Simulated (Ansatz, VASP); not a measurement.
**KCl in VASP and in Ansatz**

The input INCAR:

```
ALGO = Normal
EDIFF = 1E-6
ENCUT = 500
GGA = PE
GGA_COMPAT = False
ISIF = 2
ISMEAR = 0
LASPH = True
LCHARG = False
LREAL = False
LWAVE = False
NBANDS = 15
NELM = 120
PREC = Accurate
SIGMA = 0.02
```

File KPOINTS:

```
k-points
0
Gamma
  6 6 6
```

The input POSCAR:

```
KCl
1.0
    0.0000000000      3.0474039160      3.0474039160
    3.0474039160      0.0000000000      3.0474039160
    3.0474039160      3.0474039160      0.0000000000
K Cl
1 1
Direct
    0.0000000000      0.0000000000      0.0000000000
    0.5000000000      0.5000000000      0.5000000000
```

Input for Ansatz:

```yaml
crystal:
  lattice:
    - [0.0, 3.047403916, 3.047403916]
    - [3.047403916, 0.0, 3.047403916]
    - [3.047403916, 3.047403916, 0.0]
  atoms:
    - { symbol: K, position: [0.0, 0.0, 0.0] }
    - { symbol: Cl, position: [0.5, 0.5, 0.5] }
basis:
  ecutwfc: 420
kpoints:
  mp_grid: { grid: [6, 6, 6] }
hamiltonian:
  xc: pbe
scf:
  occupations: { method: gaussian, width: 0.02 }
output:
  forces: true
  stress: true
  eigenvalues: true
```

Alike in both runs: task single point; functional PBE; k mesh 6 × 6 × 6; occupations gaussian, width 0.02 eV; no spin polarisation.

|  | VASP | Ansatz |
| --- | --- | --- |
| version | VASP 6.6.1 | Ansatz 0.2.0 |
| potentials or method | VASP PAW PBE potentials, release 64 (K_sv, Cl), cutoff 500 eV | scalar-relativistic, plane waves, PAW |
| valence electrons in the cell | 16 | 16 |

```csv
,VASP,Ansatz,Ansatz less VASP
gap on the k mesh at the Fermi level (eV),5.54,5.54,+0.003
least direct gap on the mesh (eV),5.54,5.54,+0.003
pressure (GPa),3.2,3.1,-0.05
```

The functional is the same, so the differences come from potentials, cutoffs and numerics.
